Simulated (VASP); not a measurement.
Runs of VASP 6.6.1 on ZnS. The structure is that of space group F-43m (No. 216), or close to it. The cells are those of the table. 

```tsv
task	cell	cutoff (eV)	smearing	gap on the mesh (eV)	pressure (GPa)	relaxed volume (Å³/atom)
single point	a = 3.535 Å, angles 60.0°, 2 atoms	520	gaussian 0.01 eV	(a)	22.5	-
single point	a = 3.745 Å, angles 60.0°, 2 atoms	520	gaussian 0.02 eV	2.16	0.2	-
single point	a = 3.745 Å, angles 60.0°, 2 atoms	520	gaussian 0.01 eV	2.16	0.2	-
relaxation of cell and atoms	relaxed from a = 3.745 Å, angles 60.0°, 2 atoms	600	gaussian 0.01 eV	2.15	0.0	18.63
relaxation of cell and atoms	relaxed from a = 3.825 Å, angles 60.0°, 2 atoms	600	gaussian 0.02 eV	2.15	0.0	18.63
```

Alike in all rows: level LDA; potentials or basis VASP PAW LDA potentials, release 64 (Zn, S); no spin polarisation; k mesh 10 × 10 × 10.

Estimate the missing entries.

(a) 2.60.

A k mesh can miss the band edges.
